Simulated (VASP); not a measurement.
The system is Br.

```
Br
1.0
     3.34068   -2.30696    0.00000
     3.34068    2.30696    0.00000
     0.00000    0.00000    8.64389
Br
4
Direct
  0.36510 0.63490 0.39010
  0.13490 0.86510 0.89010
  0.63490 0.36510 0.60990
  0.86510 0.13490 0.10990
```

This cell differs from its parent crystal: volume scaled by 0.98.

Base run:

| Quantity | Value |
| --- | --- |
| Program | VASP 6.6.1 |
| Functional | PBEsol |
| Potentials or basis | VASP PAW PBE potentials, release 64 (Br) |
| Cutoff | 520 eV |
| k mesh | 7 × 7 × 3 |
| Occupations | fermi-dirac, width 0.05 eV |
| Spin | no spin polarisation |

Its results: band gap on the k mesh 1.90 eV, indirect (least direct gap 1.92 eV); pressure 0.7 GPa; largest force 0.990 eV/Å.

The run is repeated on the same cell with these changes: functional from PBEsol to PBE; further incar settings from ALGO = Normal; EDIFF = 1e-06; NBANDS = 22 to ALGO = Normal; EDIFF = 1e-07; NBANDS = 22. What comes out?

Band gap on the k mesh 1.97 eV, indirect (least direct gap 1.99 eV); pressure 2.5 GPa; largest force 1.123 eV/Å.

Caveats: the PAW data sets were made with another functional, which shifts forces and pressure a little (some runs); forces of over 1 eV/Å act on the atoms, so gaps and moduli don't describe the material at rest (some runs).

A k mesh can miss the band edges.
